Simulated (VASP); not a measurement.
# Be2ZnTe2O (I4/mmm) in VASP: notebook

The runs below take Be2ZnTe2O through single point, relaxation of cell and atoms, with PBE.

Everything below comes from runs of VASP 6.6.1. Logs are shortened: lines on timing, memory, paths and dates and some standing lists are left out, and cuts for length are marked.

### Step 1. The cell of the first run

Symmetry: I4/mmm, No. 139, tetragonal system. Conventional cell: a = 4.938 Å, b = 4.938 Å, c = 10.583 Å, α = 90.00°, β = 90.00°, γ = 90.00°. Within 3.3 Å of Be (site symmetry -4m2) lie 4 Te at 2.54 Å. Within 4.3 Å of Zn (site symmetry 4/mmm) lie 10 Te at 3.23 to 4.05 Å and 4 O at 3.49 Å and 8 Be at 3.62 Å. Within 2.7 Å of Te (site symmetry 4mm) lie 1 O at 2.06 Å and 4 Be at 2.54 Å. Within 2.7 Å of O (site symmetry 4/mmm) lie 2 Te at 2.06 Å.

The cell was built from a structure type or drawn by symmetry, and may not be a known phase.

### Step 2. Single point, PBE

The input, INCAR:

```
PREC = Accurate
ENCUT = 520
EDIFF = 1E-6
ISMEAR = 0
SIGMA = 0.1
LREAL = False
LASPH = True
NELM = 80
ALGO = Normal
ISIF = 2
LWAVE = False
LCHARG = False
GGA = PE
NBANDS = 26
```

The input, KPOINTS:

```
Automatic mesh
0
Gamma
  6 6 6
```

The input, POSCAR:

```
Be2ZnTe2O
1.0
   -2.4688814563      2.4688814563      5.2913199968
    2.4688814563     -2.4688814563      5.2913199968
    2.4688814563      2.4688814563     -5.2913199968
Be Zn Te O
2 1 2 1
Direct
    0.7500000000      0.2500000000      0.5000000000
    0.2500000000      0.7500000000      0.5000000000
    0.5000000000      0.5000000000      0.0000000000
    0.1946813459      0.1946813459      0.0000000000
    0.8053186541      0.8053186541      0.0000000000
    0.0000000000      0.0000000000      0.0000000000
```

Potentials or basis: VASP PAW PBE potentials, release 64 (Be, Zn, Te, O).

Run with:

```sh
> cat potpaw_PBE.64/Be/POTCAR potpaw_PBE.64/Zn/POTCAR potpaw_PBE.64/Te/POTCAR potpaw_PBE.64/O/POTCAR > POTCAR
> mpirun -np 1 vasp_std > vasp.out
```

OUTCAR:

```text
PREC = Accurate
   ENCUT = 520
   EDIFF = 1E-6
   ISMEAR = 0
   LREAL = False
   LASPH = True
   NELM = 80
   ISIF = 2
   GGA = PE

 ion  position               nearest neighbor table
   1  0.750  0.250  0.500-   5 2.54   4 2.54   5 2.54   4 2.54
   2  0.250  0.750  0.500-   5 2.54   4 2.54   5 2.54   4 2.54
   3  0.500  0.500  0.000-   4 3.23   5 3.23
   4  0.195  0.195  0.000-   6 2.06   2 2.54   1 2.54   1 2.54   2 2.54   3 3.23   5 3.68   5 3.68
                             5 3.68   5 3.68
   5  0.805  0.805  0.000-   6 2.06   2 2.54   1 2.54   1 2.54   2 2.54   3 3.23   4 3.68   4 3.68
                             4 3.68   4 3.68
   6  0.000  0.000  0.000-   4 2.06   5 2.06

  LATTYP: Found a body centered tetragonal cell.
 ALAT       =     4.9377629126
 C/A-ratio  =     2.1432053707

  Lattice vectors:

 A1 = (  -2.4688814563,   2.4688814563,   5.2913199968)
 A2 = (   2.4688814563,  -2.4688814563,   5.2913199968)
 A3 = (   2.4688814563,   2.4688814563,  -5.2913199968)

Analysis of symmetry for initial positions (statically):
=====================================================================
 Subroutine PRICEL returns:
 Original cell was already a primitive cell.

 Routine SETGRP: Setting up the symmetry group for a
 body centered tetragonal supercell.

 Subroutine GETGRP returns: Found 16 space group operations
 (whereof 16 operations were pure point group operations)
 out of a pool of 16 trial point group operations.

The static configuration has the point symmetry D_4h.

Analysis of symmetry for dynamics (positions and initial velocities):
=====================================================================
 Subroutine PRICEL returns:
 Original cell was already a primitive cell.

 Routine SETGRP: Setting up the symmetry group for a
 body centered tetragonal supercell.

 Subroutine GETGRP returns: Found 16 space group operations
 (whereof 16 operations were pure point group operations)
 out of a pool of 16 trial point group operations.

The dynamic configuration has the point symmetry D_4h.

 Subroutine INISYM returns: Found 16 space group operations
 (whereof 16 operations are pure point group operations),
 and found     1 'primitive' translations

----------------------------------------------------------------------------------------

                                     Primitive cell
[... 94 lines left out ...]
   LNONCOLLINEAR =      F non collinear calculations
   LSORBIT =      F    spin-orbit coupling
   LASPH  =      T    aspherical Exc in radial PAW
   ENCUT  =  520.0 eV  38.22 Ry    6.18 a.u.  11.79 11.79 11.79*2*pi/ulx,y,z
   NELM   =     80;   NELMIN=  2; NELMDL= -5     # of ELM steps
   EDIFF  = 0.1E-05   stopping-criterion for ELM
   LREAL  =      F    real-space projection
   EDIFFG = 0.1E-04   stopping-criterion for IOM
   NSW    =      0    number of steps for IOM
   IBRION =     -1    ionic relax: 0-MD 1-quasi-New 2-CG
   NFREE  =      0    steps in history (QN), initial steepest desc. (CG)
   ISIF   =      2    stress and relaxation
   ISYM   =      2    0-nonsym 1-usesym 2-fastsym
   POTIM  = 0.5000    time-step for ionic-motion
   TEBEG  =    0.0;   TEEND  =   0.0 temperature during run
   PSTRESS=    0.0 pullay stress
   NELECT =      34.0000    total number of electrons
   NUPDOWN=      -1.0000    fix difference up-down
   EMIN   =  10.00;   EMAX   =-10.00  energy-range for DOS
   EFERMI =   0.00;   METHOD = LEGACY
   ISMEAR =     0;   SIGMA  =   0.10  broadening in eV -4-tet -1-fermi 0-gaus
   EFERMI_NEDOS =   21; number of points for ismear=-14 and -15
   IALGO  =     38    algorithm
   IMIX   =      4    mixing-type and parameters
     AMIX     =   0.40;   BMIX     =  1.00
     AMIX_MAG =   1.60;   BMIX_MAG =  1.00
  volume/ion in A,a.u.               =      21.50       145.10
  Fermi-wavevector in a.u.,A,eV,Ry     =   1.049606  1.983468 14.989168  1.101673
  Thomas-Fermi vector in A             =   2.184575
   LORBIT       =      0    0 simple, 1 ext, 2 COOP (PROOUT), +10 PAW based schemes
   GGA     = PE    functional components
   LHFCALC =     F    Hartree Fock is set to
   AEXX    =    0.0000 exact exchange contribution
   IVDW    =     0    specifies the selected vdW correction
   LEPSILON=     F    determine dielectric tensor
   LRPA    =     F    only Hartree local field effects (RPA)
 non-spin polarized calculation
 Gauss-broadening in eV      SIGMA  =   0.10
  energy-cutoff  :      520.00
  volume of cell :      129.01
 maximum number of plane-waves:      3491
   NGX = 23   NGY = 23   NGZ = 23

 number of electron      34.0000009 magnetization

 Free energy of the ion-electron system (eV)
  ---------------------------------------------------
  ext. energy  EPLUGINS =         0.00000000
  ---------------------------------------------------
  free energy    TOTEN  =       -17.96527944 eV

  energy without entropy =      -17.95747238  energy(sigma->0) =      -17.96137591

 E-fermi :   4.1909     XC(G=0):  -8.9628

 val. band max:        3.9544368632   @ k =   0.5000   0.5000  -0.0000
 cond. band min:       4.2167114499   @ k =  -0.3333   0.5000   0.1667
 fundamental gap:      0.2622745867
 Fermi energy:         4.1909034495

 k-point     1 :       0.0000    0.0000    0.0000
  band No.  band energies     occupation
      1     -14.2741      2.00000
      2      -8.1835      2.00000
      3      -7.5168      2.00000
      4      -2.4736      2.00000
      5      -2.4736      2.00000
      6      -2.4435      2.00000
[... 685 lines left out ...]
     25       9.7184      0.00000
     26       9.8210      0.00000

 [... further k-points ...]
[... 5 lines left out ...]
  --------------------------------------------------------------------------------------
  -------------------------------------------------------------------------------------
  Total       -0.0170363     -0.0170363     -0.1899881      0.0000000     -0.0000000     -0.0000000
  in kB       -0.2115739     -0.2115739     -2.3594589      0.0000000     -0.0000000     -0.0000000
  external PRESSURE =      -0.9275356 kB  Pullay stress =       0.0000000 kB

 VOLUME and BASIS-vectors are now :
 -----------------------------------------------------------------------------
  energy-cutoff  :      520.00
  volume of cell :      129.01
      direct lattice vectors                 reciprocal lattice vectors
    -2.468881456  2.468881456  5.291319997     0.000000000  0.202520862  0.094494380
     2.468881456 -2.468881456  5.291319997     0.202520862  0.000000000  0.094494380
     2.468881456  2.468881456 -5.291319997     0.202520862  0.202520862  0.000000000

 POSITION                                       TOTAL-FORCE (eV/Angst)
 -----------------------------------------------------------------------------------
      0.00000      2.46888      2.64566        -0.000000     -0.000000     -0.000000
      2.46888      0.00000      2.64566        -0.000000     -0.000000     -0.000000
      0.00000      0.00000      5.29132        -0.000000     -0.000000     -0.000000
      0.00000      0.00000      2.06024         0.000000      0.000000     -0.042884
      0.00000      0.00000      8.52240        -0.000000     -0.000000      0.042884
      0.00000      0.00000      0.00000        -0.000000     -0.000000     -0.000000
 -----------------------------------------------------------------------------------
    total drift:                                0.000000      0.000000      0.000000

  FREE ENERGIE OF THE ION-ELECTRON SYSTEM (eV)
  ---------------------------------------------------
  free  energy   TOTEN  =       -17.9652794372 eV

  energy  without entropy=      -17.9574723758  energy(sigma->0) =      -17.96137591
```

It took 2.4 min on 1 thread of AMD EPYC 7R43 (Zen 3), shared host; peak memory 0.35 GiB.

Results:

- Free energy: -17.9653 eV
- Pressure: -0.1 GPa
- Largest force: 0.043 eV/Å
- Band gap on the k mesh: zero (bands 17 and 18 overlap by 1.84 eV)

Forces on the atoms (eV/Å):
```
Be   0.000  0.000  0.000
Be   0.000  0.000  0.000
Zn   0.000  0.000  0.000
Te   0.000  0.000 -0.043
Te   0.000  0.000  0.043
O    0.000  0.000  0.000
```

Stress tensor (GPa, compression positive):
```
-0.02  0.00  0.00
 0.00 -0.02  0.00
 0.00  0.00 -0.24
```

Caveat: spin-orbit coupling is left out, which moves the levels of the heavy elements.

### Step 3. Relaxation of cell and atoms, PBE

This run uses another cell than the first one, of 21.24 Å³/atom.

The input, INCAR:

```
SYSTEM = Be2ZnTe2O
  PREC = Accurate
  ENCUT = 600
  EDIFF = 1E-6
  ISMEAR = 0
  SIGMA = 0.1
  LREAL = .FALSE.
  LASPH = .TRUE.
  NELM = 80
  ALGO = Normal
  ISIF = 3
  LWAVE = .FALSE.
  LCHARG = .FALSE.
  GGA = PE
  IBRION = 2
  NSW = 90
  EDIFFG = -0.04
```

The input, KPOINTS:

```
Automatic mesh
0
G
  6 6 6
  0 0 0
```

The input, POSCAR:

```
Be2ZnTe2O
1.0
   -2.5117919142      2.5117919142      5.0496413343
    2.5117919142     -2.5117919142      5.0496413343
    2.5117919142      2.5117919142     -5.0496413343
Be Zn Te O
2 1 2 1
Direct
    0.7500000000      0.2500000000      0.5000000000
    0.2500000000      0.7500000000      0.5000000000
    0.5000000000      0.5000000000      0.0000000000
    0.2063495307      0.2063495307      0.0000000000
    0.7936504693      0.7936504693      0.0000000000
    0.0000000000      0.0000000000      0.0000000000
```

Potentials or basis: VASP PAW PBE potentials, release 64 (Be, Zn, Te, O).

Run with:

```sh
> cat potpaw_PBE.64/Be/POTCAR potpaw_PBE.64/Zn/POTCAR potpaw_PBE.64/Te/POTCAR potpaw_PBE.64/O/POTCAR > POTCAR
> mpirun -np 1 vasp_std > vasp.out
```

OUTCAR:

```text
SYSTEM = Be2ZnTe2O
   PREC = Accurate
   ENCUT = 600
   EDIFF = 1E-6
   ISMEAR = 0
   LREAL = .FALSE.
   LASPH = .TRUE.
   NELM = 80
   ISIF = 3
   GGA = PE
   IBRION = 2
   NSW = 90
   EDIFFG = -0.04

 ion  position               nearest neighbor table
   1  0.750  0.250  0.500-   5 2.55   4 2.55   5 2.55   4 2.55
   2  0.250  0.750  0.500-   5 2.55   4 2.55   5 2.55   4 2.55
   3  0.500  0.500  0.000-   4 2.97   5 2.97
   4  0.206  0.206  0.000-   6 2.08   2 2.55   1 2.55   1 2.55   2 2.55   3 2.97   5 3.66   5 3.66
                             5 3.66   5 3.66
   5  0.794  0.794  0.000-   6 2.08   2 2.55   1 2.55   1 2.55   2 2.55   3 2.97   4 3.66   4 3.66
                             4 3.66   4 3.66
   6  0.000  0.000  0.000-   4 2.08   5 2.08

  LATTYP: Found a body centered tetragonal cell.
 ALAT       =     5.0235838284
 C/A-ratio  =     2.0103740703

  Lattice vectors:

 A1 = (  -2.5117919142,   2.5117919142,   5.0496413343)
 A2 = (   2.5117919142,  -2.5117919142,   5.0496413343)
 A3 = (   2.5117919142,   2.5117919142,  -5.0496413343)

Analysis of symmetry for initial positions (statically):
=====================================================================
 Subroutine PRICEL returns:
 Original cell was already a primitive cell.

 Routine SETGRP: Setting up the symmetry group for a
 body centered tetragonal supercell.
[... 187 lines left out ...]
  external PRESSURE =       1.7876095 kB  Pullay stress =       0.0000000 kB
[... 101 lines left out ...]
  FREE ENERGIE OF THE ION-ELECTRON SYSTEM (eV)
  ---------------------------------------------------
  free  energy   TOTEN  =       -17.9401420084 eV

  energy  without entropy=      -17.9288896904  energy(sigma->0) =      -17.93451585

[... ionic steps 4 to 8 ...]

--------------------------------------- Ionic step        9  -------------------------------------------

 number of electron      34.0000010 magnetization

------------------------ aborting loop because EDIFF is reached ----------------------------------------
[... 75 lines left out ...]
--------------------------------------- Ionic step       11  -------------------------------------------

 number of electron      34.0000009 magnetization

 Free energy of the ion-electron system (eV)
  ---------------------------------------------------
  ext. energy  EPLUGINS =         0.00000000
  ---------------------------------------------------
  free energy    TOTEN  =       -17.96673996 eV

  energy without entropy =      -17.95902772  energy(sigma->0) =      -17.96288384

 E-fermi :   4.2262     XC(G=0):  -8.9729

 val. band max:        3.9832058402   @ k =   0.5000   0.5000  -0.0000
 cond. band min:       4.2503231947   @ k =  -0.3333   0.5000   0.1667
 fundamental gap:      0.2671173545
 Fermi energy:         4.2261972964

 k-point     1 :       0.0000    0.0000    0.0000
  band No.  band energies     occupation
      1     -14.3072      2.00000
      2      -8.1496      2.00000
      3      -7.5173      2.00000
      4      -2.4560      2.00000
      5      -2.4560      2.00000
      6      -2.4256      2.00000
[... 565 lines left out ...]
     20       6.6262      0.00000
     21       7.1796      0.00000

 [... further k-points ...]
[... 5 lines left out ...]
  --------------------------------------------------------------------------------------
  -------------------------------------------------------------------------------------
  Total       -0.0359764     -0.0359764      0.1436025      0.0000000      0.0000000      0.0000000
  in kB       -0.4478905     -0.4478905      1.7877909      0.0000000      0.0000000      0.0000000
  external PRESSURE =       0.2973366 kB  Pullay stress =       0.0000000 kB
[... 21 lines left out ...]
  FREE ENERGIE OF THE ION-ELECTRON SYSTEM (eV)
  ---------------------------------------------------
  free  energy   TOTEN  =       -17.9667399587 eV

  energy  without entropy=      -17.9590277222  energy(sigma->0) =      -17.96288384

 reached required accuracy - stopping structural energy minimisation
```

Wall time 16 min (1 thread of AMD EPYC 7R43 (Zen 3), shared host); peak memory 0.4 GiB.

Results:

```yaml
Free_energy: -17.9667 eV
Relaxed_volume: 21.45 Å³/atom
Relaxed_cell: a = 6.326 Å, b = 6.326 Å, c = 6.326 Å, α = 134.04°, β = 134.04°, γ = 67.02°
Space_group_after_relaxing_to_0.1_Å: I4/mmm (No. 139)
Energy_gained_by_relaxing: 6.3 meV/atom
Ionic_steps: 11
Pressure_after_relaxing: 0.0 GPa
Largest_force_after_relaxing: 0.028 eV/Å
Band_gap_on_the_k_mesh: zero (bands 17 and 18 overlap by 1.89 eV)
```

Forces in eV/Å, atoms in the order of the input:
```
Be   0.000  0.000  0.000
Be   0.000  0.000  0.000
Zn   0.000  0.000  0.000
Te   0.000  0.000  0.028
Te   0.000  0.000 -0.028
O    0.000  0.000  0.000
```

The path:
| step | energy change (eV) | largest force (eV/Å) | pressure (GPa) | volume (Å³) |
| --- | --- | --- | --- | --- |
| 1 | 0.0000 | 0.1414 | 0.18 | 127.43 |
| 2 | -0.0044 | 0.1840 | -0.01 | 127.87 |
| 3 | -0.0111 | 0.3017 | -0.56 | 129.17 |
| 4 | -0.0133 | 0.2905 | -0.52 | 129.15 |
| 5 | -0.0197 | 0.2512 | -0.46 | 129.10 |
| 6 | -0.0300 | 0.1493 | -0.31 | 128.99 |
| 7 | -0.0355 | 0.1610 | 0.08 | 128.75 |
| 8 | -0.0365 | 0.0560 | -0.07 | 128.82 |
| 9 | -0.0365 | 0.0660 | -0.03 | 128.82 |
| 10 | -0.0374 | 0.0430 | 0.01 | 128.74 |
| 11 | -0.0377 | 0.0278 | 0.03 | 128.69 |

Final structure:
```xyz
6
Lattice="-2.4698 2.4698 5.2746 2.4698 -2.4698 5.2746 2.4698 2.4698 -5.2746" Properties=species:S:1:pos:R:3 pbc="T T T"
Be    0.0000    2.4698    2.6373
Be    2.4698    0.0000    2.6373
Zn    0.0000    0.0000    5.2746
Te    0.0000    0.0000    2.0532
Te    0.0000    0.0000    8.4960
O     0.0000    0.0000    0.0000
```

Levels at points of the mesh, in eV from the Fermi level:
| k point | band 13 | band 14 | band 15 | band 16 | band 17 | band 18 | band 19 | band 20 | band 21 |
| --- | --- | --- | --- | --- | --- | --- | --- | --- | --- |
| (0.00, 0.00, 0.00) | -3.76 | -2.60 | -1.38 | -1.19 | -0.98 | -0.98 | 0.23 | 1.81 | 2.28 |
| (0.50, 0.00, 0.00) | -4.11 | -2.64 | -2.08 | -1.84 | -1.53 | 1.22 | 1.52 | 2.73 | 2.88 |
| (0.50, 0.50, 0.00) | -3.02 | -2.53 | -1.65 | -0.24 | 0.76 | 1.04 | 1.78 | 2.98 | 3.06 |
| (0.50, 0.50, 0.50) | -2.33 | -2.33 | -2.08 | -2.08 | -1.52 | 1.18 | 2.02 | 2.52 | 2.69 |

Caveat: spin-orbit coupling is left out, which moves the levels of the heavy elements.

[end of part 1 of 2]
